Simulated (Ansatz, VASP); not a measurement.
## Mg in VASP and in Ansatz

```xyz
1
Lattice="-1.4470 1.4470 1.4765 1.4470 -1.4470 1.4765 1.4470 1.4470 -1.4765" Properties=species:S:1:pos:R:3 pbc="T T T"
Mg    0.0000    0.0000    0.0000
```

Change from the starting cell: equal xx and yy strain of -2 %.

Alike in both runs: task single point; functional LDA; k mesh 19 × 19 × 19; occupations fermi-dirac, width 0.03 eV; no spin polarisation.

```csv
,VASP,Ansatz
version,VASP 6.6.1,Ansatz 0.2.0
potentials or method,"VASP PAW LDA potentials, release 64 (Mg), cutoff 520 eV","all-electron LAPW, scalar-relativistic"
```

VASP gave:

- pressure (GPa): 65.3
- traceless stress, the component that is largest in VASP (GPa): -0.10

Problem. Which values does Ansatz return?

Solution. Pressure (GPa): 64.8; traceless stress, the component that is largest in VASP (GPa): -0.09.

LDA's correlation is that of Perdew and Zunger in VASP and of Perdew and Wang (1992) in Ansatz. Both programs put the cell under a high pressure, so it lies far from rest at this level. Ansatz ran all-electron here, and VASP with PAW potentials.

Noted on VASP's run: the cell as given lies far from equilibrium.
